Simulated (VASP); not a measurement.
# MgBe2SeS2 (P4/mmm) in VASP: notebook

MgBe2SeS2 is run at these levels: PBE; tasks: single point, relaxation of cell and atoms.

Everything below comes from runs of VASP 6.6.1. Logs are shortened: lines on timing, memory, paths and dates and some standing lists are left out, and cuts for length are marked.

### 1 The cell of the first run

The structure is tetragonal, space group P4/mmm (No. 123). The conventional cell has a = 3.904 Å, b = 3.904 Å, c = 8.551 Å, α = 90.00°, β = 90.00°, γ = 90.00°. Within 2.6 Å of Mg (site symmetry 4/mmm) lie 4 S at 1.95 Å. Be (site symmetry 4mm) has 1 Be at 2.73 Å and 1 Se at 2.91 Å and 4 S at 3.50 Å within 3.6 Å. Within 2.6 Å of Se (site symmetry 4/mmm) lie 4 S at 1.95 Å. S (site symmetry mmm) has 2 Mg at 1.95 Å and 2 Se at 1.95 Å within 2.6 Å.

### 2 Single point, PBE

Input file INCAR:

```
SYSTEM = MgBe2SeS2
  PREC = Accurate
  ENCUT = 520
  EDIFF = 1E-6
  ISMEAR = 0
  SIGMA = 0.1
  LREAL = .FALSE.
  LASPH = .TRUE.
  NELM = 80
  ALGO = Normal
  ISIF = 2
  LWAVE = .FALSE.
  LCHARG = .FALSE.
  GGA = PE
  NBANDS = 21
```

Input file KPOINTS:

```
regular mesh
0
G
  4 4 2
  0 0 0
```

Input file POSCAR:

```
MgBe2SeS2
1.0
    3.9038833000      0.0000000000      0.0000000000
    0.0000000000      3.9038833000      0.0000000000
    0.0000000000      0.0000000000      8.5507739400
Mg Be Se S
1 2 1 2
Direct
    0.0000000000      0.0000000000      0.5000000000
    0.5000000000      0.5000000000      0.1595836900
    0.5000000000      0.5000000000      0.8404163100
    0.5000000000      0.5000000000      0.5000000000
    0.0000000000      0.5000000000      0.5000000000
    0.5000000000      0.0000000000      0.5000000000
```

Potentials or basis: VASP PAW PBE potentials, release 64 (Mg, Be, Se, S).

Command:

```console
> cat potpaw_PBE.64/Mg/POTCAR potpaw_PBE.64/Be/POTCAR potpaw_PBE.64/Se/POTCAR potpaw_PBE.64/S/POTCAR > POTCAR
> mpirun -np 1 vasp_std > vasp.out
```

OUTCAR:

```text
SYSTEM = MgBe2SeS2
   PREC = Accurate
   ENCUT = 520
   EDIFF = 1E-6
   ISMEAR = 0
   LREAL = .FALSE.
   LASPH = .TRUE.
   NELM = 80
   ISIF = 2
   GGA = PE

 ion  position               nearest neighbor table
   1  0.000  0.000  0.500-   5 1.95   6 1.95   5 1.95   6 1.95   4 2.76   4 2.76   4 2.76   4 2.76

   2  0.500  0.500  0.160-
   3  0.500  0.500  0.840-
   4  0.500  0.500  0.500-   5 1.95   6 1.95   6 1.95   5 1.95   1 2.76   1 2.76   1 2.76   1 2.76

   5  0.000  0.500  0.500-   1 1.95   4 1.95   1 1.95   4 1.95   6 2.76   6 2.76   6 2.76   6 2.76

   6  0.500  0.000  0.500-   1 1.95   4 1.95   4 1.95   1 1.95   5 2.76   5 2.76   5 2.76   5 2.76

  LATTYP: Found a simple tetragonal cell.
 ALAT       =     3.9038833000
 C/A-ratio  =     2.1903251924

  Lattice vectors:

 A1 = (   3.9038833000,   0.0000000000,   0.0000000000)
 A2 = (   0.0000000000,   3.9038833000,   0.0000000000)
 A3 = (   0.0000000000,   0.0000000000,   8.5507739400)

Analysis of symmetry for initial positions (statically):
=====================================================================
 Subroutine PRICEL returns:
 Original cell was already a primitive cell.

 Routine SETGRP: Setting up the symmetry group for a
 simple tetragonal supercell.

 Subroutine GETGRP returns: Found 16 space group operations
 (whereof 16 operations were pure point group operations)
 out of a pool of 16 trial point group operations.

The static configuration has the point symmetry D_4h.

Analysis of symmetry for dynamics (positions and initial velocities):
=====================================================================
 Subroutine PRICEL returns:
 Original cell was already a primitive cell.

 Routine SETGRP: Setting up the symmetry group for a
 simple tetragonal supercell.

 Subroutine GETGRP returns: Found 16 space group operations
 (whereof 16 operations were pure point group operations)
 out of a pool of 16 trial point group operations.

The dynamic configuration has the point symmetry D_4h.

 Subroutine INISYM returns: Found 16 space group operations
 (whereof 16 operations are pure point group operations),
 and found     1 'primitive' translations

----------------------------------------------------------------------------------------

                                     Primitive cell

  volume of cell :     130.3164

  direct lattice vectors                    reciprocal lattice vectors
     3.903883300  0.000000000  0.000000000     0.256155198  0.000000000  0.000000000
     0.000000000  3.903883300  0.000000000     0.000000000  0.256155198  0.000000000
     0.000000000  0.000000000  8.550773940     0.000000000  0.000000000  0.116948478

  length of vectors
     3.903883300  3.903883300  8.550773940     0.256155198  0.256155198  0.116948478

  position of ions in fractional coordinates (direct lattice)
     0.000000000  0.000000000  0.500000000
     0.500000000  0.500000000  0.159583690
     0.500000000  0.500000000  0.840416310
     0.500000000  0.500000000  0.500000000
     0.000000000  0.500000000  0.500000000
     0.500000000  0.000000000  0.500000000

  ion indices of the primitive-cell ions
   primitive index   ion index
                 1           1
                 2           2
                 3           3
                 4           4
                 5           5
                 6           6

----------------------------------------------------------------------------------------

 KPOINTS: regular mesh

Automatic generation of k-mesh.
 Grid dimensions read from file:
 generate k-points for:    4    4    2

 Generating k-lattice:

  Cartesian coordinates                     Fractional coordinates (reciprocal lattice)
     0.064038800  0.000000000  0.000000000     0.250000000  0.000000000  0.000000000
     0.000000000  0.064038800  0.000000000     0.000000000  0.250000000  0.000000000
     0.000000000  0.000000000  0.058474239     0.000000000  0.000000000  0.500000000

  Length of vectors
     0.064038800  0.064038800  0.058474239

  Shift w.r.t. Gamma in fractional coordinates (k-lattice)
     0.000000000  0.000000000  0.000000000

 Subroutine IBZKPT returns following result:
 ===========================================

 Found     12 irreducible k-points:

 Following reciprocal coordinates:
            Coordinates               Weight
  0.000000  0.000000  0.000000      1.000000
  0.250000  0.000000  0.000000      4.000000
  0.500000  0.000000  0.000000      2.000000
  0.250000  0.250000  0.000000      4.000000
  0.500000  0.250000  0.000000      4.000000
  0.500000  0.500000  0.000000      1.000000
  0.000000  0.000000  0.500000      1.000000
  0.250000  0.000000  0.500000      4.000000
  0.500000  0.000000  0.500000      2.000000
  0.250000  0.250000  0.500000      4.000000
  0.500000  0.250000  0.500000      4.000000
  0.500000  0.500000  0.500000      1.000000
   k-points           NKPTS =     12   k-points in BZ     NKDIM =     12   number of bands    NBANDS=     21
   number of dos      NEDOS =    301   number of ions     NIONS =      6
   total plane-waves  NPLWV =  57600
   dimension x,y,z NGX =    30 NGY =   30 NGZ =   64
   dimension x,y,z NGXF=    60 NGYF=   60 NGZF=  128
   ions per type =               1   2   1   2
   NGX,Y,Z   is equivalent  to a cutoff of  12.78, 12.78, 12.44 a.u.
   NGXF,Y,Z  is equivalent  to a cutoff of  25.55, 25.55, 24.89 a.u.
 SYSTEM =  MgBe2SeS2
   PREC   = accura    normal or accurate (medium, high low for compatibility)
   ISTART =      0    job   : 0-new  1-cont  2-samecut
   ICHARG =      2    charge: 1-file 2-atom 10-const
   ISPIN  =      1    spin polarized calculation?
   LNONCOLLINEAR =      F non collinear calculations
   LSORBIT =      F    spin-orbit coupling
   LASPH  =      T    aspherical Exc in radial PAW
   ENCUT  =  520.0 eV  38.22 Ry    6.18 a.u.   7.26  7.26 15.90*2*pi/ulx,y,z
   NELM   =     80;   NELMIN=  2; NELMDL= -5     # of ELM steps
   EDIFF  = 0.1E-05   stopping-criterion for ELM
   LREAL  =      F    real-space projection
   EDIFFG = 0.1E-04   stopping-criterion for IOM
   NSW    =      0    number of steps for IOM
   IBRION =     -1    ionic relax: 0-MD 1-quasi-New 2-CG
   NFREE  =      0    steps in history (QN), initial steepest desc. (CG)
   ISIF   =      2    stress and relaxation
   ISYM   =      2    0-nonsym 1-usesym 2-fastsym
   POTIM  = 0.5000    time-step for ionic-motion
   TEBEG  =    0.0;   TEEND  =   0.0 temperature during run
   PSTRESS=    0.0 pullay stress
   NELECT =      24.0000    total number of electrons
   NUPDOWN=      -1.0000    fix difference up-down
   EMIN   =  10.00;   EMAX   =-10.00  energy-range for DOS
   EFERMI =   0.00;   METHOD = LEGACY
   ISMEAR =     0;   SIGMA  =   0.10  broadening in eV -4-tet -1-fermi 0-gaus
   EFERMI_NEDOS =   21; number of points for ismear=-14 and -15
   IALGO  =     38    algorithm
   IMIX   =      4    mixing-type and parameters
     AMIX     =   0.40;   BMIX     =  1.00
     AMIX_MAG =   1.60;   BMIX_MAG =  1.00
  volume/ion in A,a.u.               =      21.72       146.57
  Fermi-wavevector in a.u.,A,eV,Ry     =   0.931420  1.760129 11.803642  0.867543
  Thomas-Fermi vector in A             =   2.057911
   LORBIT       =      0    0 simple, 1 ext, 2 COOP (PROOUT), +10 PAW based schemes
   GGA     = PE    functional components
   LHFCALC =     F    Hartree Fock is set to
   AEXX    =    0.0000 exact exchange contribution
   IVDW    =     0    specifies the selected vdW correction
   LEPSILON=     F    determine dielectric tensor
   LRPA    =     F    only Hartree local field effects (RPA)
 non-spin polarized calculation
 Gauss-broadening in eV      SIGMA  =   0.10
  energy-cutoff  :      520.00
  volume of cell :      130.32
 maximum number of plane-waves:      3528
 NGX is ok and might be reduce to    30
   NGX = 15   NGY = 15   NGZ = 31

 number of electron      24.0000003 magnetization

 Free energy of the ion-electron system (eV)
  ---------------------------------------------------
  ext. energy  EPLUGINS =         0.00000000
  ---------------------------------------------------
  free energy    TOTEN  =        -0.44163685 eV

  energy without entropy =       -0.41157808  energy(sigma->0) =       -0.42660746

 E-fermi :   3.2912     XC(G=0):  -8.0370

 val. band max:        3.2900240960   @ k =   0.5000   0.2500   0.5000
 cond. band min:       3.2993853967   @ k =   0.5000   0.0000   0.5000
 fundamental gap:      0.0093613007
 Fermi energy:         3.2912273542

 k-point     1 :       0.0000    0.0000    0.0000
  band No.  band energies     occupation
      1     -18.6329      2.00000
      2     -10.6302      2.00000
      3      -9.1219      2.00000
      4      -9.1219      2.00000
      5      -5.7609      2.00000
      6      -5.3318      2.00000
[... 13 lines left out ...]
     20       8.8615      0.00000
     21       9.2583      0.00000

 k-point     2 :       0.2500    0.0000    0.0000
  band No.  band energies     occupation
      1     -18.1787      2.00000
      2     -12.9127      2.00000
      3      -8.9053      2.00000
      4      -8.2143      2.00000
      5      -5.3038      2.00000
      6      -2.8930      2.00000
[... 13 lines left out ...]
     20       8.9032      0.00000
     21       9.0520      0.00000

 k-point     3 :       0.5000    0.0000    0.0000
  band No.  band energies     occupation
      1     -17.4604      2.00000
      2     -14.5895      2.00000
      3      -8.6482      2.00000
      4      -7.7573      2.00000
      5      -4.5439      2.00000
      6      -3.1325      2.00000
[... 13 lines left out ...]
     20       8.6314      0.00000
     21       9.1652      0.00000
[... 169 lines left out ...]
 k-point    11 :       0.5000    0.2500    0.5000
  band No.  band energies     occupation
      1     -16.9477      2.00000
      2     -14.3735      2.00000
      3     -12.0417      2.00000
      4      -5.3988      2.00000
      5      -3.9798      2.00000
      6      -3.4805      2.00000
[... 13 lines left out ...]
     20       8.4823      0.00000
     21       9.4061      0.00000

 k-point    12 :       0.5000    0.5000    0.5000
  band No.  band energies     occupation
      1     -15.9688      2.00000
      2     -14.1305      2.00000
      3     -14.1305      2.00000
      4      -6.5143      2.00000
      5      -2.6343      2.00000
      6      -1.8203      2.00000
[... 13 lines left out ...]
     20       6.7790      0.00000
     21       8.1872      0.00000

------------------------ aborting loop because EDIFF is reached ----------------------------------------

  FORCE on cell =-STRESS in cart. coord.  units (eV):
  Direction    XX          YY          ZZ          XY          YZ          ZX
  --------------------------------------------------------------------------------------
  -------------------------------------------------------------------------------------
  Total       75.2666931     75.2666931     -4.4152439      0.0000000      0.0000000      0.0000000
  in kB      925.3677065    925.3677065    -54.2832956      0.0000000      0.0000000      0.0000000
  external PRESSURE =     598.8173725 kB  Pullay stress =       0.0000000 kB

 VOLUME and BASIS-vectors are now :
 -----------------------------------------------------------------------------
  energy-cutoff  :      520.00
  volume of cell :      130.32
      direct lattice vectors                 reciprocal lattice vectors
     3.903883300  0.000000000  0.000000000     0.256155198  0.000000000  0.000000000
     0.000000000  3.903883300  0.000000000     0.000000000  0.256155198  0.000000000
     0.000000000  0.000000000  8.550773940     0.000000000  0.000000000  0.116948478

 POSITION                                       TOTAL-FORCE (eV/Angst)
 -----------------------------------------------------------------------------------
      0.00000      0.00000      4.27539         0.000000      0.000000      0.000000
      1.95194      1.95194      1.36456         0.000000     -0.000000     -0.378678
      1.95194      1.95194      7.18621         0.000000     -0.000000      0.378678
      1.95194      1.95194      4.27539         0.000000      0.000000      0.000000
      0.00000      1.95194      4.27539         0.000000      0.000000      0.000000
      1.95194      0.00000      4.27539         0.000000      0.000000      0.000000
 -----------------------------------------------------------------------------------
    total drift:                                0.000000      0.000000      0.000000

  FREE ENERGIE OF THE ION-ELECTRON SYSTEM (eV)
  ---------------------------------------------------
  free  energy   TOTEN  =        -0.4416368518 eV

  energy  without entropy=       -0.4115780766  energy(sigma->0) =       -0.42660746
```

Wall time 38 s (1 thread of Intel Xeon Platinum 8259CL at 2.50GHz (Skylake/Cascade Lake), shared host); peak memory 0.25 GiB.

What came out:

```yaml
Free_energy: -0.4416 eV
Pressure: 59.9 GPa
Largest_force: 0.379 eV/Å
Band_gap_on_the_k_mesh: zero (band 12 reaches 3.82 eV, above the bottom of band 13 at 3.18 eV)
```

Forces on the atoms (eV/Å):
```
Mg   0.000  0.000  0.000
Be   0.000  0.000 -0.379
Be   0.000  0.000  0.379
Se   0.000  0.000  0.000
S    0.000  0.000  0.000
S    0.000  0.000  0.000
```

Caveat: the k points lie up to 0.40 Å⁻¹ apart.

### 3 Single point, PBE

This run uses another cell than the first one, of 28.45 Å³/atom, 1.310 times its volume.

Input file INCAR:

```
PREC     = Accurate       # precision mode
ENCUT    = 520            # plane-wave cutoff, eV
EDIFF    = 1E-7           # SCF threshold, eV
ISMEAR   = 0              # smearing method
SIGMA    = 0.1            # smearing width, eV
LREAL    = F              # projectors in reciprocal space
LASPH    = T              # aspherical terms in the spheres
NELM     = 100            # most SCF steps
ALGO     = Normal         # electronic algorithm
ISIF     = 2              # what is computed and relaxed
LWAVE    = F              # write WAVECAR
LCHARG   = F              # write CHGCAR
GGA      = PE             # functional
NBANDS   = 21             # bands
```

Input file KPOINTS:

```
Automatic mesh
0
Gamma
  4 4 2
```

Input file POSCAR:

```
MgBe2SeS2
1.0
    5.2928323503      0.0000000000      0.0000000000
    0.0000000000      5.2928323503      0.0000000000
    0.0000000000      0.0000000000      6.0933132874
Mg Be Se S
1 2 1 2
Direct
    0.0000000000      0.0000000000      0.5000000000
    0.5000000000      0.5000000000      0.1632234367
    0.5000000000      0.5000000000      0.8367765633
    0.5000000000      0.5000000000      0.5000000000
    0.0000000000      0.5000000000      0.5000000000
    0.5000000000      0.0000000000      0.5000000000
```

Potentials or basis: VASP PAW PBE potentials, release 64 (Mg, Be, Se, S).

Command:

```console
> cat potpaw_PBE.64/Mg/POTCAR potpaw_PBE.64/Be/POTCAR potpaw_PBE.64/Se/POTCAR potpaw_PBE.64/S/POTCAR > POTCAR
> mpirun -np 1 vasp_std > vasp.out
```

It took 43 s on 1 thread of Intel Xeon Platinum 8259CL at 2.50GHz (Skylake/Cascade Lake), shared host; peak memory 0.27 GiB.

It converged, with:

```
Free energy            : -18.4987 eV
Pressure               : 0.0 GPa
Largest force          : 0.028 eV/Å
Band gap on the k mesh : zero (band 12 reaches 2.36 eV, above the bottom of band 13 at -0.37 eV)
```

Forces in eV/Å, atoms in the order of the input:
```
Mg   0.000  0.000  0.000
Be   0.000  0.000 -0.028
Be   0.000  0.000  0.028
Se   0.000  0.000  0.000
S    0.000  0.000  0.000
S    0.000  0.000  0.000
```

Stress tensor (GPa, compression positive):
```
-0.12  0.00  0.00
 0.00 -0.12  0.00
 0.00  0.00  0.28
```

Levels at points of the mesh, in eV from the Fermi level:
| k point | band 9 | band 10 | band 11 | band 12 | band 13 | band 14 | band 15 | band 16 |
| --- | --- | --- | --- | --- | --- | --- | --- | --- |
| (0.00, 0.00, 0.00) | -3.54 | -2.62 | -2.53 | -0.15 | 1.07 | 1.07 | 1.85 | 1.85 |
| (0.50, 0.00, 0.00) | -3.35 | -2.95 | -2.80 | -2.50 | 0.14 | 1.13 | 2.10 | 2.62 |
| (0.50, 0.50, 0.00) | -3.25 | -3.25 | -2.95 | -2.59 | -2.56 | 0.58 | 0.58 | 2.03 |
| (0.00, 0.00, 0.50) | -3.35 | -2.60 | -2.41 | -0.16 | 0.00 | 0.00 | 1.36 | 2.19 |
| (0.50, 0.00, 0.50) | -3.16 | -2.88 | -2.81 | -2.42 | 0.17 | 0.75 | 1.32 | 2.16 |
| (0.50, 0.50, 0.50) | -3.24 | -2.98 | -2.95 | -2.59 | -2.58 | 1.00 | 1.00 | 1.16 |

Caveat: the k points lie up to 0.52 Å⁻¹ apart.

### 4 Single point, PBE

This run uses another cell than the first one, of 28.51 Å³/atom, 1.313 times its volume.

Input file INCAR:

```
SYSTEM = MgBe2SeS2
PREC = Accurate
ENCUT = 520
EDIFF = 1E-7
ISMEAR = 0
SIGMA = 0.1
LREAL = .False.
LASPH = .True.
NELM = 80
ALGO = Normal
ISIF = 2
LWAVE = .False.
LCHARG = .False.
GGA = PE
NBANDS = 21
```

Input file KPOINTS:

```
regular mesh
0
Gamma
  4 4 4
  0 0 0
```

Input file POSCAR:

```
MgBe2SeS2
1.0
    5.2942349945      0.0000000000      0.0000000000
    0.0000000000      5.2942349945      0.0000000000
    0.0000000000      0.0000000000      6.1031457179
Mg Be Se S
1 2 1 2
Direct
    0.0000000000      0.0000000000      0.5000000000
    0.5000000000      0.5000000000      0.1636269181
    0.5000000000      0.5000000000      0.8363730819
    0.5000000000      0.5000000000      0.5000000000
    0.0000000000      0.5000000000      0.5000000000
    0.5000000000      0.0000000000      0.5000000000
```

Command:

```console
> cat potpaw_PBE.64/Mg/POTCAR potpaw_PBE.64/Be/POTCAR potpaw_PBE.64/Se/POTCAR potpaw_PBE.64/S/POTCAR > POTCAR
> mpirun -np 1 vasp_std > vasp.out
```

Run time: 63 s. Hardware: 1 thread of Intel Xeon Platinum 8259CL at 2.50GHz (Skylake/Cascade Lake), shared host; peak memory 0.28 GiB.

It converged, with:

* Free energy: -18.4963 eV
* Pressure: 0.0 GPa
* Largest force: 0.024 eV/Å
* Band gap on the k mesh: zero (band 12 reaches 2.37 eV, above the bottom of band 13 at -0.36 eV)

Forces on the atoms (eV/Å):
```
Mg   0.000  0.000  0.000
Be   0.000  0.000 -0.024
Be   0.000  0.000  0.024
Se   0.000  0.000  0.000
S    0.000  0.000  0.000
S    0.000  0.000  0.000
```

Stress tensor (GPa, compression positive):
```
-0.03  0.00  0.00
 0.00 -0.03  0.00
 0.00  0.00  0.11
```

Levels at points of the mesh, in eV from the Fermi level:
```
           k point  band 10  band 11  band 12  band 13  band 14  band 15
(0.00, 0.00, 0.00)    -2.64    -2.55    -0.18     1.02     1.02     1.80
(0.50, 0.00, 0.00)    -2.96    -2.81    -2.53     0.09     1.09     2.05
(0.50, 0.50, 0.00)    -3.27    -2.96    -2.61    -2.57     0.54     0.54
(0.00, 0.00, 0.50)    -2.62    -2.45    -0.19    -0.04    -0.04     1.31
(0.50, 0.00, 0.50)    -2.89    -2.82    -2.45     0.13     0.70     1.27
(0.50, 0.50, 0.50)    -3.05    -2.96    -2.61    -2.59     0.95     0.95
```

(Part 1 of 2 ends here.)
